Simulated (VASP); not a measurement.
Input of a VASP 6.6.1 run:

INCAR

```
SYSTEM = MgBe2Te2O
ALGO = Normal
EDIFF = 1E-7
ENCUT = 520
GGA = PE
ISIF = 2
ISMEAR = 0
LASPH = .True.
LCHARG = .True.
LELF = .True.
LREAL = .False.
LVHAR = .True.
LWAVE = .False.
NBANDS = 21
NELM = 60
PREC = Accurate
SIGMA = 0.1
```

File KPOINTS:

```
k-points
0
Gamma
  6 6 2
  0 0 0
```

File POSCAR:

```
MgBe2Te2O
1.0
    3.6739164397      0.0000000000      0.0000000000
    0.0000000000      3.6739164397      0.0000000000
    0.0000000000      0.0000000000     10.0934969135
Mg Be Te O
1 2 2 1
Direct
    0.0000000000      0.0000000000      0.6060688736
    0.5000000000      0.0000000000      0.1458968895
    0.0000000000      0.5000000000      0.1458968895
    0.5000000000      0.5000000000      0.7000950019
    0.0000000000      0.0000000000      0.3037244719
    0.5000000000      0.5000000000      0.0983179236
```

Potentials or basis: VASP PAW PBE potentials, release 64 (Mg, Be, Te, O).

Launch:

```bash
$ cat potpaw_PBE.64/Mg/POTCAR potpaw_PBE.64/Be/POTCAR potpaw_PBE.64/Te/POTCAR potpaw_PBE.64/O/POTCAR > POTCAR
$ mpirun -np 1 vasp_std > vasp.out
```

Estimate the largest force.

0.064 eV/Å.

Predict the band gap on the k mesh.

zero (bands 12 and 13 overlap by 0.58 eV).

Estimate the pressure.

0.1 GPa.

Forces in eV/Å, atoms in the order of the input:
```
Mg   0.000  0.000 -0.009
Be   0.000  0.000 -0.029
Be   0.000  0.000 -0.029
Te   0.000  0.000  0.002
Te   0.000  0.000  0.064
O    0.000  0.000  0.001
```

Caveat: semilocal functionals underestimate gaps, so a narrow gap can read as zero; spin-orbit coupling is left out, which moves the levels of the heavy elements.
